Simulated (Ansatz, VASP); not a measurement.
## One calculation of KPt, two programs

```
Pt K
1.0
     3.00085    0.00000    0.00000
    -1.50042    2.59881    0.00000
     0.00000    0.00000    5.34558
Pt K
1 1
Direct
  0.66667 0.33333 0.00000
  0.00000 0.00000 0.50000
```

Alike in both runs: task single point; functional BLYP; k mesh 10 × 10 × 5; occupations fermi-dirac, width 0.05 eV; no spin polarisation.

```csv
,VASP,Ansatz
version,VASP 6.6.1,Ansatz 0.2.0
potentials or method,"VASP PAW PBE potentials, release 64 (Pt, K_sv), cutoff 520 eV","all-electron LAPW, scalar-relativistic"
```

|  | VASP | Ansatz | Ansatz less VASP |
| --- | --- | --- | --- |
| gap on the k mesh at the Fermi level (eV) | none | none | - |
| pressure (GPa) | 5.3 | 4.8 | -0.44 |
| traceless stress, the component that is largest in VASP (GPa) | -1.15 | -1.18 | -0.029 |

VASP's potentials were made for PBE, not for BLYP. A gap of «none» marks a metal or a gap that the smearing closes. Ansatz ran all-electron here, and VASP with PAW potentials.

Spin-orbit coupling is off throughout.
